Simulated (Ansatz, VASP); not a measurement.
## One calculation of ZnS, two programs

```
CELL_PARAMETERS angstrom
3.84887 0.00000 0.00000
-1.92444 3.33322 0.00000
0.00000 0.00000 25.21342
ATOMIC_POSITIONS crystal
S 0.00000 0.00000 0.29665
S 0.33333 0.66667 0.42637
S 0.66667 0.33333 0.55529
S 0.00000 0.00000 0.68732
Zn 0.33333 0.66667 0.31747
Zn 0.66667 0.33333 0.44649
Zn 0.00000 0.00000 0.57590
Zn 0.33333 0.66667 0.69452
```

Alike in both runs: functional PBE; k mesh 9 × 9 × 1; occupations gaussian, width 0.05 eV; no spin polarisation.

Ansatz relaxed the structure, and its values are those at the end. VASP's run is a single point on that final structure, the one shown.

|  | VASP | Ansatz |
| --- | --- | --- |
| version | VASP 6.6.1 | Ansatz 0.2.0 |
| potentials or method | VASP PAW PBE potentials, release 64 (S, Zn), cutoff 520 eV | scalar-relativistic, plane waves, PAW |
| valence electrons in the cell | 72 | 72 |

|  | VASP | Ansatz | Ansatz less VASP |
| --- | --- | --- | --- |
| gap on the k mesh at the Fermi level (eV) | none | none | - |
| rms of the force components (eV/Å) | 0.004 | 0.008 | +0.0036 |
| work function, face that differs most (eV) | 6.84 | 6.85 | +0.012 |

A gap of «none» marks a metal or a gap that the smearing closes. Ansatz's warnings: xc potential rough in thin density.
